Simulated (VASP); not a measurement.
# Zn16Se3S13 (P1) in VASP: single point with PBEsol

Aim: the single point of Zn16Se3S13 with PBEsol.

All numbers are computed with VASP 6.6.1; they aren't measurements. Logs are shortened: lines on timing, memory, paths and dates and some standing lists are left out, and cuts for length are marked.

## (1) The cell of the first run

The typed cell holds 64 atoms: a = 10.816 Å, b = 10.816 Å, c = 10.816 Å, α = 90.00°, β = 90.00°, γ = 90.00°.

## (2) Single point, PBEsol

INCAR reads:

```
SYSTEM = Zn16Se3S13
  ALGO = Normal
  EDIFF = 1E-6
  ENCUT = 500
  GGA = PS
  GGA_COMPAT = .False.
  ISIF = 2
  ISMEAR = -1
  ISYM = -1
  LASPH = .True.
  LCHARG = .False.
  LREAL = Auto
  LWAVE = .False.
  NBANDS = 326
  NELM = 120
  PREC = Accurate
  SIGMA = 0.05
```

KPOINTS reads:

```
explicit points
1
Reciprocal
  0.25000000   0.25000000   0.25000000 1
```

POSCAR reads:

```
Zn16Se3S13
1.0
   10.8160621522      0.0000000000      0.0000000000
    0.0000000000     10.8160621522      0.0000000000
    0.0000000000      0.0000000000     10.8160621522
Zn Se S
32 6 26
Direct
    0.9957980000      0.9954840000      0.9947110000
    0.9953630000      0.0045380000      0.5060640000
    0.9995700000      0.4995310000      0.9978160000
    0.9954990000      0.5049700000      0.5064230000
    0.5009820000      0.0006030000      0.9981090000
    0.5013350000      0.9998050000      0.5023170000
    0.4966530000      0.4963930000      0.9940160000
    0.5005220000      0.4994480000      0.5105150000
    0.2529670000      0.2534800000      0.9928220000
    0.2543030000      0.2452210000      0.5054990000
    0.2498750000      0.7506190000      0.9989180000
    0.2484960000      0.7505540000      0.5117780000
    0.7490080000      0.2494760000      0.9993330000
    0.7537060000      0.2450280000      0.5072610000
    0.7539410000      0.7545960000      0.9931190000
    0.7490390000      0.7509760000      0.5010180000
    0.2581930000      0.0001400000      0.2504610000
    0.2498320000      0.9998730000      0.7518090000
    0.2492120000      0.4998260000      0.2403990000
    0.2489250000      0.4999600000      0.7507690000
    0.7494880000      0.9999710000      0.2497770000
    0.7492280000      0.0000070000      0.7506330000
    0.7579350000      0.5002100000      0.2503610000
    0.7497000000      0.4999920000      0.7517440000
    0.9902230000      0.2489020000      0.2508210000
    0.0001180000      0.2503650000      0.7518670000
    0.9958910000      0.7462130000      0.2452780000
    0.9990900000      0.7508230000      0.7506760000
    0.4963510000      0.2458630000      0.2453490000
    0.5013400000      0.2485130000      0.7507670000
    0.5012420000      0.7599270000      0.2505860000
    0.5003950000      0.7504980000      0.7517800000
    0.1244560000      0.1248430000      0.1222980000
    0.6255350000      0.6261270000      0.1219230000
    0.3742760000      0.6258980000      0.3763780000
    0.1236380000      0.3748040000      0.3771780000
    0.1229720000      0.8750740000      0.3765030000
    0.6256870000      0.3722160000      0.3765750000
    0.1245700000      0.1246990000      0.6286190000
    0.1230300000      0.6251880000      0.1202150000
    0.1228220000      0.6246720000      0.6300270000
    0.6249270000      0.1234610000      0.1232590000
    0.6246360000      0.1231310000      0.6274130000
    0.6262290000      0.6264390000      0.6284460000
    0.3749540000      0.3732860000      0.1206170000
    0.3746060000      0.3731100000      0.6299100000
    0.3759090000      0.8762180000      0.1212170000
    0.3762920000      0.8763730000      0.6285370000
    0.8743150000      0.3745780000      0.1214540000
    0.8744830000      0.3746800000      0.6285520000
    0.8731030000      0.8750650000      0.1234540000
    0.8730060000      0.8748030000      0.6269960000
    0.3777810000      0.1236680000      0.3771330000
    0.3760630000      0.1242320000      0.8734640000
    0.3734200000      0.6251860000      0.8734260000
    0.8715800000      0.1228180000      0.3768260000
    0.8732430000      0.1247600000      0.8737670000
    0.8744850000      0.6268240000      0.3769870000
    0.8756400000      0.6247010000      0.8733220000
    0.1241030000      0.3759240000      0.8734260000
    0.1245230000      0.8736830000      0.8735710000
    0.6250650000      0.3732370000      0.8736210000
    0.6263550000      0.8776900000      0.3770850000
    0.6245000000      0.8763120000      0.8733780000
```

Potentials or basis: VASP PAW PBE potentials, release 64 (Zn, Se, S).

Started as:

```bash
$ cat potpaw_PBE.64/Zn/POTCAR potpaw_PBE.64/Se/POTCAR potpaw_PBE.64/S/POTCAR > POTCAR
$ mpirun -np 1 vasp_std > vasp.out
```

OUTCAR:

```text
SYSTEM = Zn16Se3S13
   EDIFF = 1E-6
   ENCUT = 500
   GGA = PS
   ISIF = 2
   ISMEAR = -1
   ISYM = -1
   LASPH = .True.
   LREAL = Auto
   NELM = 120
   PREC = Accurate

 ion  position               nearest neighbor table
   1  0.996  0.995  0.995-  61 2.32  51 2.32  57 2.33  33 2.41
   2  0.995  0.005  0.506-  56 2.32  39 2.32  52 2.33  37 2.41
   3  1.000  0.500  0.998-  40 2.32  60 2.33  59 2.33  49 2.33
   4  0.995  0.505  0.506-  41 2.32  58 2.33  50 2.33  36 2.42
   5  0.501  0.001  0.998-  42 2.32  64 2.33  47 2.33  54 2.33
   6  0.501  1.000  0.502-  43 2.32  63 2.33  53 2.33  48 2.34
[... 56 lines left out ...]
  63  0.626  0.878  0.377-  31 2.31   6 2.33  21 2.33  16 2.33
  64  0.624  0.876  0.873-  15 2.32  22 2.32  32 2.32   5 2.33

IMPORTANT INFORMATION: All symmetrisations will be switched off!
NOSYMM: (Re-)initialisation of all symmetry stuff for point group C_1.

----------------------------------------------------------------------------------------

                                     Primitive cell

  volume of cell :    1265.3408

  direct lattice vectors                    reciprocal lattice vectors
    10.816062152  0.000000000  0.000000000     0.092455090  0.000000000  0.000000000
     0.000000000 10.816062152  0.000000000     0.000000000  0.092455090  0.000000000
     0.000000000  0.000000000 10.816062152     0.000000000  0.000000000  0.092455090

  length of vectors
    10.816062152 10.816062152 10.816062152     0.092455090  0.092455090  0.092455090

  position of ions in fractional coordinates (direct lattice)
     0.995798000  0.995484000  0.994711000
     0.995363000  0.004538000  0.506064000
     0.999570000  0.499531000  0.997816000
     0.995499000  0.504970000  0.506423000
     0.500982000  0.000603000  0.998109000
     0.501335000  0.999805000  0.502317000
[... 56 lines left out ...]
     0.626355000  0.877690000  0.377085000
     0.624500000  0.876312000  0.873378000

  ion indices of the primitive-cell ions
   primitive index   ion index
                 1           1
                 2           2
                 3           3
                 4           4
                 5           5
                 6           6
[... 56 lines left out ...]
                63          63
                64          64

----------------------------------------------------------------------------------------

 KPOINTS: explicit points

Read explicit list of k-points.

 Found      1 k-points:

 Following reciprocal coordinates:
            Coordinates               Weight
  0.250000  0.250000  0.250000      1.000000
   k-points           NKPTS =      1   k-points in BZ     NKDIM =      1   number of bands    NBANDS=    326
   number of dos      NEDOS =    301   number of ions     NIONS =     64
   total plane-waves  NPLWV = 512000
   dimension x,y,z NGX =    80 NGY =   80 NGZ =   80
   dimension x,y,z NGXF=   160 NGYF=  160 NGZF=  160
   ions per type =              32   6  26
   NGX,Y,Z   is equivalent  to a cutoff of  12.30, 12.30, 12.30 a.u.
   NGXF,Y,Z  is equivalent  to a cutoff of  24.59, 24.59, 24.59 a.u.
 SYSTEM =  Zn16Se3S13
   PREC   = accura    normal or accurate (medium, high low for compatibility)
   ISTART =      0    job   : 0-new  1-cont  2-samecut
   ICHARG =      2    charge: 1-file 2-atom 10-const
   ISPIN  =      1    spin polarized calculation?
   LNONCOLLINEAR =      F non collinear calculations
   LSORBIT =      F    spin-orbit coupling
   LASPH  =      T    aspherical Exc in radial PAW
   ENCUT  =  500.0 eV  36.75 Ry    6.06 a.u.  19.72 19.72 19.72*2*pi/ulx,y,z
   NELM   =    120;   NELMIN=  2; NELMDL= -5     # of ELM steps
   EDIFF  = 0.1E-05   stopping-criterion for ELM
   LREAL  =      T    real-space projection
   EDIFFG = 0.1E-04   stopping-criterion for IOM
   NSW    =      0    number of steps for IOM
   IBRION =     -1    ionic relax: 0-MD 1-quasi-New 2-CG
   NFREE  =      0    steps in history (QN), initial steepest desc. (CG)
   ISIF   =      2    stress and relaxation
   ISYM   =     -1    0-nonsym 1-usesym 2-fastsym
   POTIM  = 0.5000    time-step for ionic-motion
   TEBEG  =    0.0;   TEEND  =   0.0 temperature during run
   PSTRESS=    0.0 pullay stress
   NELECT =     576.0000    total number of electrons
   NUPDOWN=      -1.0000    fix difference up-down
   EMIN   =  10.00;   EMAX   =-10.00  energy-range for DOS
   EFERMI =   0.00;   METHOD = LEGACY
   ISMEAR =    -1;   SIGMA  =   0.05  broadening in eV -4-tet -1-fermi 0-gaus
   EFERMI_NEDOS =   21; number of points for ismear=-14 and -15
   IALGO  =     38    algorithm
   IMIX   =      4    mixing-type and parameters
     AMIX     =   0.40;   BMIX     =  1.00
     AMIX_MAG =   1.60;   BMIX_MAG =  1.00
  volume/ion in A,a.u.               =      19.77       133.42
  Fermi-wavevector in a.u.,A,eV,Ry     =   1.259350  2.379827 21.578333  1.585963
  Thomas-Fermi vector in A             =   2.392914
   LORBIT       =      0    0 simple, 1 ext, 2 COOP (PROOUT), +10 PAW based schemes
   GGA     = PS    functional components
   LHFCALC =     F    Hartree Fock is set to
   AEXX    =    0.0000 exact exchange contribution
   IVDW    =     0    specifies the selected vdW correction
   LEPSILON=     F    determine dielectric tensor
   LRPA    =     F    only Hartree local field effects (RPA)
 non-spin polarized calculation
  energy-cutoff  :      500.00
  volume of cell :     1265.34
 maximum number of plane-waves:     32132
 NGX is ok and might be reduce to    80
   NGX = 39   NGY = 39   NGZ = 39

 number of electron     576.0000162 magnetization

 Free energy of the ion-electron system (eV)
  ---------------------------------------------------
  ext. energy  EPLUGINS =         0.00000000
  ---------------------------------------------------
  free energy    TOTEN  =      -237.62784043 eV

  energy without entropy =     -237.62784043  energy(sigma->0) =     -237.62784043

 E-fermi :   3.2861     XC(G=0):  -9.9065

 val. band max:        2.0652908873   @ k =   0.2500   0.2500   0.2500
 cond. band min:       4.9042687068   @ k =   0.2500   0.2500   0.2500
 fundamental gap:      2.8389778195
 Fermi energy:         3.2861121921

 k-point     1 :       0.2500    0.2500    0.2500
  band No.  band energies     occupation
      1     -11.0952      2.00000
      2     -10.8144      2.00000
      3     -10.8032      2.00000
      4     -10.7928      2.00000
      5     -10.5826      2.00000
      6     -10.5724      2.00000
[... 292 lines left out ...]
    299       6.0349      0.00000
    300       6.0941      0.00000
 [bands above 300 left out]

------------------------ aborting loop because EDIFF is reached ----------------------------------------

  FORCE on cell =-STRESS in cart. coord.  units (eV):
  Direction    XX          YY          ZZ          XY          YZ          ZX
  --------------------------------------------------------------------------------------
  -------------------------------------------------------------------------------------
  Total        1.8858819      1.8739735      1.8435334     -2.2064115     -2.1405234     -2.1268351
  in kB        2.3879078      2.3728294      2.3342860     -2.7937631     -2.7103354     -2.6930032
  external PRESSURE =       2.3650077 kB  Pullay stress =       0.0000000 kB

 VOLUME and BASIS-vectors are now :
 -----------------------------------------------------------------------------
  energy-cutoff  :      500.00
  volume of cell :     1265.34
      direct lattice vectors                 reciprocal lattice vectors
    10.816062152  0.000000000  0.000000000     0.092455090  0.000000000  0.000000000
     0.000000000 10.816062152  0.000000000     0.000000000  0.092455090  0.000000000
     0.000000000  0.000000000 10.816062152     0.000000000  0.000000000  0.092455090

 POSITION                                       TOTAL-FORCE (eV/Angst)
 -----------------------------------------------------------------------------------
     10.77061     10.76722     10.75886        -0.007121     -0.002986     -0.005323
     10.76591      0.04908      5.47362        -0.000547     -0.003239      0.008431
     10.81141      5.40296     10.79244        -0.002540     -0.001140     -0.002942
     10.76738      5.46179      5.47750        -0.002376      0.003330      0.007649
      5.41865      0.00652     10.79561         0.000783     -0.002201     -0.002347
      5.42247     10.81395      5.43309        -0.000359     -0.004266      0.005726
[... 56 lines left out ...]
      6.77469      9.49315      4.07857         0.005176      0.001032      0.000545
      6.75463      9.47825      9.44651        -0.000699     -0.005672      0.007458
 -----------------------------------------------------------------------------------
    total drift:                                0.019678      0.024004      0.012669

  FREE ENERGIE OF THE ION-ELECTRON SYSTEM (eV)
  ---------------------------------------------------
  free  energy   TOTEN  =      -237.6278404344 eV

  energy  without entropy=     -237.6278404344  energy(sigma->0) =     -237.62784043
```

Run time: 24 min. Hardware: 1 thread of Intel Xeon Platinum 8259CL at 2.50GHz (Skylake/Cascade Lake), shared host; peak memory 1.1 GiB.

Results:

- Free energy: -237.6278 eV
- Pressure: 0.2 GPa
- Largest force: 0.015 eV/Å
- Band gap on the k mesh: 2.84 eV

Forces on the atoms (eV/Å):
```
Zn  -0.007 -0.003 -0.005
Zn  -0.001 -0.003  0.008
Zn  -0.003 -0.001 -0.003
Zn  -0.002  0.003  0.008
Zn   0.001 -0.002 -0.002
Zn   0.000 -0.004  0.006
Zn  -0.005 -0.007 -0.007
Zn   0.000  0.004  0.009
Zn   0.005  0.001 -0.003
Zn   0.005 -0.003  0.004
Zn   0.002  0.002  0.001
Zn   0.004 -0.003  0.011
Zn  -0.004 -0.003 -0.001
Zn  -0.003 -0.001  0.006
Zn  -0.004  0.004 -0.003
Zn  -0.003 -0.001  0.005
Zn   0.006 -0.003  0.001
Zn  -0.001 -0.002  0.004
Zn   0.003  0.001 -0.009
Zn   0.004  0.001  0.004
Zn  -0.007 -0.002 -0.006
Zn  -0.001 -0.001  0.001
Zn   0.003  0.003  0.001
Zn  -0.001 -0.002  0.003
Zn  -0.002 -0.002  0.001
Zn  -0.002 -0.006  0.002
Zn  -0.002  0.001 -0.006
Zn  -0.003  0.001  0.001
Zn  -0.004 -0.006 -0.008
Zn   0.004 -0.001  0.005
Zn  -0.004  0.001 -0.002
Zn  -0.002 -0.002  0.002
Se  -0.004  0.004  0.003
Se   0.007 -0.001  0.012
Se   0.012 -0.001  0.001
Se  -0.006 -0.008 -0.011
Se  -0.007  0.000 -0.006
Se   0.008  0.000 -0.002
S   -0.001  0.000  0.001
S    0.001  0.002  0.000
S    0.004 -0.001 -0.005
S    0.005 -0.002  0.004
S   -0.006  0.006 -0.011
S    0.003  0.007 -0.001
S   -0.001 -0.001 -0.004
S   -0.008  0.006 -0.003
S   -0.006 -0.010 -0.005
S    0.002  0.007 -0.002
S    0.010  0.005 -0.008
S    0.001  0.004  0.002
S    0.004  0.002  0.008
S    0.005 -0.001 -0.005
S   -0.005  0.005  0.002
S   -0.001  0.005 -0.002
S    0.000 -0.002 -0.001
S   -0.002  0.009 -0.002
S    0.003  0.005  0.000
S    0.000 -0.007  0.000
S    0.000 -0.004  0.001
S   -0.002  0.003  0.003
S    0.004  0.003 -0.001
S    0.000  0.002 -0.001
S    0.005  0.001  0.001
S   -0.001 -0.006  0.007
```

Stress tensor (GPa, compression positive):
```
 0.24 -0.28 -0.27
-0.28  0.24 -0.27
-0.27 -0.27  0.23
```

Caveat: the PAW data sets were made with another functional, which shifts forces and pressure a little; a shifted mesh leaves out Γ, where band edges can lie. A k mesh can miss the band edges.
